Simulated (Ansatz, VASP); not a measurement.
# One calculation of AlN, two programs

```
CELL_PARAMETERS angstrom
3.11300 0.00000 0.00000
-1.55650 2.69594 0.00000
0.00000 0.00000 4.97104
ATOMIC_POSITIONS crystal
Al 0.33333 0.66667 0.99888
Al 0.66667 0.33333 0.49888
N 0.33333 0.66667 0.38112
N 0.66667 0.33333 0.88112
```

Alike in both runs: functional LDA; k mesh 9 × 9 × 6; no spin polarisation.

Ansatz relaxed the structure, and its values are those at the end. VASP's run is a single point on that final structure, the one shown.

```csv
,VASP,Ansatz
version,VASP 6.6.1,Ansatz 0.2.0
potentials or method,"VASP PAW LDA potentials, release 64 (Al, N)","scalar-relativistic, plane waves, PAW"
plane-wave cutoff (eV),520,420
occupations,"gaussian, width 0.01 eV",fixed
valence electrons in the cell,16,16
```

Ansatz gave:

```
gap on the k mesh at the Fermi level (eV) : 4.22
least direct gap on the mesh (eV)         : 4.22
pressure (GPa)                            : -4.3
```

Question: What did VASP give for the same quantities?

Answer: gap on the k mesh at the Fermi level (eV): 4.22; least direct gap on the mesh (eV): 4.22; pressure (GPa): -3.8.

LDA's correlation is that of Perdew and Zunger in VASP and of Perdew and Wang (1992) in Ansatz. Ansatz's warnings: stress scf threshold loose.
